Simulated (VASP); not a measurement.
# Sn (Fd-3m) in VASP: further runs, part 2 of 2

VASP 6.6.1. Earlier steps stand in the parts before.

**3. Relaxation of volume and atoms at fixed shape, LDA**

This run uses another cell than the first one, of 33.80 Å³/atom.

INCAR reads:

```
SYSTEM = Sn
PREC     = Accurate       ! precision mode
ENCUT    = 600            ! plane-wave cutoff, eV
EDIFF    = 1E-6           ! SCF threshold, eV
ISMEAR   = -1             ! smearing method
SIGMA    = 0.05           ! smearing width, eV
LREAL    = .False.        ! projectors in reciprocal space
LASPH    = .True.         ! aspherical terms in the spheres
NELM     = 60             ! most SCF steps
ALGO     = Normal         ! electronic algorithm
ISIF     = 8              ! what is computed and relaxed
LWAVE    = .False.        ! write WAVECAR
LCHARG   = .False.        ! write CHGCAR
IBRION   = 2              ! ionic algorithm
NSW      = 80             ! ionic steps
EDIFFG   = -0.02          ! ionic threshold
```

KPOINTS reads:

```
regular mesh
0
Gamma
  13 13 13
  0 0 0
```

POSCAR reads:

```
Sn
1.0
    0.0000000000      3.2333430000      3.2333430000
    3.2333430000      0.0000000000      3.2333430000
    3.2333430000      3.2333430000      0.0000000000
Sn
2
Direct
    0.0000000000      0.0000000000      0.0000000000
    0.2500000000      0.2500000000      0.2500000000
```

Potentials or basis: VASP PAW LDA potentials, release 64 (Sn_d).

Run with:

```sh
$ cat potpaw_LDA.64/Sn_d/POTCAR > POTCAR
$ mpirun -np 1 vasp_std > vasp.out
```

OUTCAR:

```text
SYSTEM = Sn
   PREC = Accurate
   ENCUT = 600
   EDIFF = 1E-6
   ISMEAR = -1
   LREAL = .False.
   LASPH = .True.
   NELM = 60
   ISIF = 8
   IBRION = 2
   NSW = 80
   EDIFFG = -0.02

 ion  position               nearest neighbor table
   1  0.000  0.000  0.000-   2 2.80   2 2.80   2 2.80   2 2.80
   2  0.250  0.250  0.250-   1 2.80   1 2.80   1 2.80   1 2.80

  LATTYP: Found a face centered cubic cell.
 ALAT       =     6.4666860000

  Lattice vectors:

 A1 = (   0.0000000000,   3.2333430000,   3.2333430000)
 A2 = (   3.2333430000,   0.0000000000,   3.2333430000)
 A3 = (   3.2333430000,   3.2333430000,   0.0000000000)

Analysis of symmetry for initial positions (statically):
=====================================================================
 Subroutine PRICEL returns:
 Original cell was already a primitive cell.

 Routine SETGRP: Setting up the symmetry group for a
 face centered cubic supercell.

 Subroutine GETGRP returns: Found 48 space group operations
 (whereof 24 operations were pure point group operations)
 out of a pool of 48 trial point group operations.

The static configuration has the point symmetry T_d .
 The point group associated with its full space group is O_h .

Analysis of symmetry for dynamics (positions and initial velocities):
=====================================================================
 Subroutine PRICEL returns:
 Original cell was already a primitive cell.

 Routine SETGRP: Setting up the symmetry group for a
 face centered cubic supercell.

 Subroutine GETGRP returns: Found 48 space group operations
 (whereof 24 operations were pure point group operations)
 out of a pool of 48 trial point group operations.

The dynamic configuration has the point symmetry T_d .
 The point group associated with its full space group is O_h .

 Subroutine INISYM returns: Found 48 space group operations
 (whereof 24 operations are pure point group operations),
 and found     1 'primitive' translations

----------------------------------------------------------------------------------------

                                     Primitive cell

  volume of cell :      67.6060

  direct lattice vectors                    reciprocal lattice vectors
     0.000000000  3.233343000  3.233343000    -0.154638713  0.154638713  0.154638713
     3.233343000  0.000000000  3.233343000     0.154638713 -0.154638713  0.154638713
     3.233343000  3.233343000  0.000000000     0.154638713  0.154638713 -0.154638713

  length of vectors
     4.572637522  4.572637522  4.572637522     0.267842108  0.267842108  0.267842108

  position of ions in fractional coordinates (direct lattice)
     0.000000000  0.000000000  0.000000000
     0.250000000  0.250000000  0.250000000

  ion indices of the primitive-cell ions
   primitive index   ion index
                 1           1
                 2           2

----------------------------------------------------------------------------------------

 KPOINTS: regular mesh

[... 28 lines left out ...]
  0.307692  0.000000  0.000000      8.000000
  0.384615  0.000000  0.000000      8.000000
[... 16 lines left out ...]
  0.384615  0.153846  0.000000     24.000000
  0.461538  0.153846  0.000000     24.000000
 [... further k-points ...]
   k-points           NKPTS =     84   k-points in BZ     NKDIM =     84   number of bands    NBANDS=     18
   number of dos      NEDOS =    301   number of ions     NIONS =      2
   total plane-waves  NPLWV =  64000
   dimension x,y,z NGX =    40 NGY =   40 NGZ =   40
   dimension x,y,z NGXF=    80 NGYF=   80 NGZF=   80
   ions per type =               2
   NGX,Y,Z   is equivalent  to a cutoff of  14.54, 14.54, 14.54 a.u.
   NGXF,Y,Z  is equivalent  to a cutoff of  29.09, 29.09, 29.09 a.u.
 SYSTEM =  Sn
   PREC   = accura    normal or accurate (medium, high low for compatibility)
   ISTART =      0    job   : 0-new  1-cont  2-samecut
   ICHARG =      2    charge: 1-file 2-atom 10-const
   ISPIN  =      1    spin polarized calculation?
   LNONCOLLINEAR =      F non collinear calculations
   LSORBIT =      F    spin-orbit coupling
   LASPH  =      T    aspherical Exc in radial PAW
   ENCUT  =  600.0 eV  44.10 Ry    6.64 a.u.   9.13  9.13  9.13*2*pi/ulx,y,z
   NELM   =     60;   NELMIN=  2; NELMDL= -5     # of ELM steps
   EDIFF  = 0.1E-05   stopping-criterion for ELM
   LREAL  =      F    real-space projection
   EDIFFG = -.2E-01   stopping-criterion for IOM
   NSW    =     80    number of steps for IOM
   IBRION =      2    ionic relax: 0-MD 1-quasi-New 2-CG
   NFREE  =      1    steps in history (QN), initial steepest desc. (CG)
   ISIF   =      8    stress and relaxation
   ISYM   =      2    0-nonsym 1-usesym 2-fastsym
   POTIM  = 0.5000    time-step for ionic-motion
   TEBEG  =    0.0;   TEEND  =   0.0 temperature during run
   PSTRESS=    0.0 pullay stress
   NELECT =      28.0000    total number of electrons
   NUPDOWN=      -1.0000    fix difference up-down
   EMIN   =  10.00;   EMAX   =-10.00  energy-range for DOS
   EFERMI =   0.00;   METHOD = LEGACY
   ISMEAR =    -1;   SIGMA  =   0.05  broadening in eV -4-tet -1-fermi 0-gaus
   EFERMI_NEDOS =   21; number of points for ismear=-14 and -15
   IALGO  =     38    algorithm
   IMIX   =      4    mixing-type and parameters
     AMIX     =   0.40;   BMIX     =  1.00
     AMIX_MAG =   1.60;   BMIX_MAG =  1.00
  volume/ion in A,a.u.               =      33.80       228.11
  Fermi-wavevector in a.u.,A,eV,Ry     =   1.220298  2.306028 20.260790  1.489126
  Thomas-Fermi vector in A             =   2.355520
   LORBIT       =      0    0 simple, 1 ext, 2 COOP (PROOUT), +10 PAW based schemes
   GGA     = CA    functional components
   LHFCALC =     F    Hartree Fock is set to
   AEXX    =    0.0000 exact exchange contribution
   IVDW    =     0    specifies the selected vdW correction
   LEPSILON=     F    determine dielectric tensor
   LRPA    =     F    only Hartree local field effects (RPA)
 conjugate gradient relaxation of ions
 non-spin polarized calculation
  energy-cutoff  :      600.00
  volume of cell :       67.61
 maximum number of plane-waves:      2276
 NGX is ok and might be reduce to    40
   NGX = 19   NGY = 19   NGZ = 19

--------------------------------------- Ionic step        1  -------------------------------------------

 number of electron      28.0000005 magnetization

 Free energy of the ion-electron system (eV)
  ---------------------------------------------------
  ext. energy  EPLUGINS =         0.00000000
  ---------------------------------------------------
  free energy    TOTEN  =        -8.94333071 eV

  energy without entropy =       -8.94190413  energy(sigma->0) =       -8.94261742

------------------------ aborting loop because EDIFF is reached ----------------------------------------

  FORCE on cell =-STRESS in cart. coord.  units (eV):
  Direction    XX          YY          ZZ          XY          YZ          ZX
  --------------------------------------------------------------------------------------
  -------------------------------------------------------------------------------------
  Total        0.0867245      0.0867245      0.0867245      0.0000000     -0.0000000      0.0000000
  in kB        2.0552602      2.0552602      2.0552602      0.0000000     -0.0000000      0.0000000
  external PRESSURE =       2.0552602 kB  Pullay stress =       0.0000000 kB
[... 59 lines left out ...]
--------------------------------------- Ionic step        3  -------------------------------------------

 number of electron      28.0000005 magnetization

 Free energy of the ion-electron system (eV)
  ---------------------------------------------------
  ext. energy  EPLUGINS =         0.00000000
  ---------------------------------------------------
  free energy    TOTEN  =        -8.94349990 eV

  energy without entropy =       -8.94205833  energy(sigma->0) =       -8.94277911

 E-fermi :   5.4319     XC(G=0):  -9.2225

 val. band max:        5.4314199121   @ k =   0.3846   0.0000   0.0000
 cond. band min:       5.5213488508   @ k =   0.0000   0.0000   0.0000
 fundamental gap:      0.0899289387
 Fermi energy:         5.4319413166

 k-point     1 :       0.0000    0.0000    0.0000
  band No.  band energies     occupation
      1     -16.1915      2.00000
      2     -16.1915      2.00000
      3     -16.1915      2.00000
      4     -16.1290      2.00000
      5     -16.1290      2.00000
      6     -15.8114      2.00000
[... 481 lines left out ...]
      5     -16.0381      2.00000
      6     -15.9221      2.00000
[... 10 lines left out ...]
     17       9.5731      0.00000
     18      10.4131      0.00000

 [... further k-points ...]

------------------------ aborting loop because EDIFF is reached ----------------------------------------

  FORCE on cell =-STRESS in cart. coord.  units (eV):
  Direction    XX          YY          ZZ          XY          YZ          ZX
  --------------------------------------------------------------------------------------
  -------------------------------------------------------------------------------------
  Total        0.0003844      0.0003844      0.0003844      0.0000000      0.0000000      0.0000000
  in kB        0.0090719      0.0090719      0.0090719      0.0000000      0.0000000      0.0000000
  external PRESSURE =       0.0090719 kB  Pullay stress =       0.0000000 kB
[... 17 lines left out ...]
  FREE ENERGIE OF THE ION-ELECTRON SYSTEM (eV)
  ---------------------------------------------------
  free  energy   TOTEN  =        -8.9434998983 eV

  energy  without entropy=       -8.9420583261  energy(sigma->0) =       -8.94277911

 reached required accuracy - stopping structural energy minimisation
```

Run time: 4.3 min. Hardware: 1 thread of Intel Xeon Platinum 8488C (Sapphire Rapids), shared host; peak memory 0.25 GiB.

Results:

```
Free energy                           : -8.9435 eV
Relaxed volume                        : 33.94 Å³/atom
Relaxed cell                          : a = 4.579 Å, b = 4.579 Å, c = 4.579 Å, α = 60.00°, β = 60.00°, γ = 60.00°
Space group after relaxing (to 0.1 Å) : Fd-3m (No. 227)
Energy gained by relaxing             : 0.1 meV/atom
Ionic steps                           : 3
Pressure after relaxing               : 0.0 GPa
Band gap on the k mesh                : zero (bands 14 and 15 overlap by 0.16 eV)
```

Step by step:
```
step  energy change (eV)  largest force (eV/Å)  pressure (GPa)  volume (Å³)
   1              0.0000                0.0000            0.21        67.61
   2             -0.0001                0.0000           -0.10        68.03
   3             -0.0002                0.0000            0.00        67.88
```

Final structure:
```yaml
crystal:
  lattice:
    - [0.00000, 3.23776, 3.23776]
    - [3.23776, 0.00000, 3.23776]
    - [3.23776, 3.23776, 0.00000]
  atoms:
    - { symbol: Sn, position: [0.00000, 0.00000, 0.00000] }
    - { symbol: Sn, position: [0.25000, 0.25000, 0.25000] }
```

Caveat: spin-orbit coupling is left out, which moves the levels of the heavy elements.
